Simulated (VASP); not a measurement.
Input of a VASP 6.6.1 run:

INCAR

```
SYSTEM = Si8O16F
PREC = Accurate
ENCUT = 520
EDIFF = 1E-6
ISMEAR = 0
SIGMA = 0.02
LREAL = Auto
LASPH = .TRUE.
NELM = 100
ALGO = Normal
ISIF = 2
LWAVE = .FALSE.
LCHARG = .FALSE.
GGA = PE
IVDW = 12
NELECT = 136.0
NBANDS = 86
```

KPOINTS

```
regular mesh
0
G
  2 2 3
  0 0 0
```

The input POSCAR:

```
Si8O16F
1.0
   -4.1501000000     -4.1501000000      0.0000000000
    4.1501000000     -4.1501000000      0.0000000000
    0.0000000000      0.0000000000      5.3150000000
Si O F
8 16 1
Direct
    0.4958492725      0.4993880939     -0.0003133336
   -0.0056004042      0.4959314563      0.2480935295
    0.4864653969      0.4923245144      0.4999958873
   -0.0075198541      0.5178021411      0.7483294420
   -0.0094446342      0.0187397469      0.0124247873
    0.4974657223     -0.0086276222      0.2448540761
    0.0115964435      0.0074340932      0.5062328693
    0.4991678349     -0.0141558481      0.7477236450
    0.1874413830      0.5074338870     -0.0021921218
    0.0820031571      0.2031104636      0.2888441368
    0.7990469878      0.5527408849     -0.0119675938
   -0.0018771720      0.8158558518      0.2545510194
    0.1862331577      0.5204759871      0.5062720291
    0.0024061021      0.2053532193      0.7519754266
    0.7971827132      0.4983701795      0.4945163380
    0.0024029201      0.8182652628      0.7489793753
    0.6772812971     -0.0622022123     -0.0151450272
    0.4888114606      0.6880328995      0.2541772177
    0.3001605122     -0.0064383321     -0.0038418652
    0.4708875823      0.3047707826      0.2538445475
    0.6984539279      0.0032579991      0.4944838208
    0.4871100286      0.6819202052      0.7416740677
    0.3151193406     -0.0180825838      0.5066371917
    0.4985108066      0.2970001672      0.7541570363
    0.7928085477      0.2286208331      0.1112821782
```

Potentials or basis: VASP PAW PBE potentials, release 64 (Si, O, F).

Run with:

```console
$ cat potpaw_PBE.64/Si/POTCAR potpaw_PBE.64/O/POTCAR potpaw_PBE.64/F/POTCAR > POTCAR
$ mpirun -np 1 vasp_std > vasp.out
```

Task: What does it give for the largest force?

Result: 0.103 eV/Å.

Task: Estimate the dispersion energy per atom.

Result: -0.244 eV.

Forces in eV/Å, atoms in the order of the input:
```
Si   0.001 -0.003  0.007
Si   0.016 -0.033 -0.001
Si   0.002  0.002 -0.002
Si   0.000 -0.002 -0.003
Si  -0.096  0.007 -0.036
Si   0.024  0.011  0.008
Si  -0.021  0.010  0.009
Si   0.017  0.021 -0.013
O   -0.012 -0.013 -0.007
O    0.017 -0.015 -0.016
O   -0.002  0.023  0.013
O   -0.014  0.023  0.005
O   -0.017 -0.003 -0.001
O    0.016 -0.006  0.001
O    0.011  0.012  0.010
O    0.005 -0.002  0.011
O   -0.021 -0.037  0.031
O    0.006 -0.013 -0.001
O    0.011  0.008 -0.006
O   -0.026  0.010 -0.006
O   -0.010 -0.016 -0.002
O    0.007 -0.020  0.008
O    0.023  0.011 -0.022
O   -0.023  0.015 -0.007
F    0.085  0.009  0.019
```

Caveat: the k points lie up to 0.54 Å⁻¹ apart; the cell carries a net charge on a neutralising background, which shifts energy and pressure.
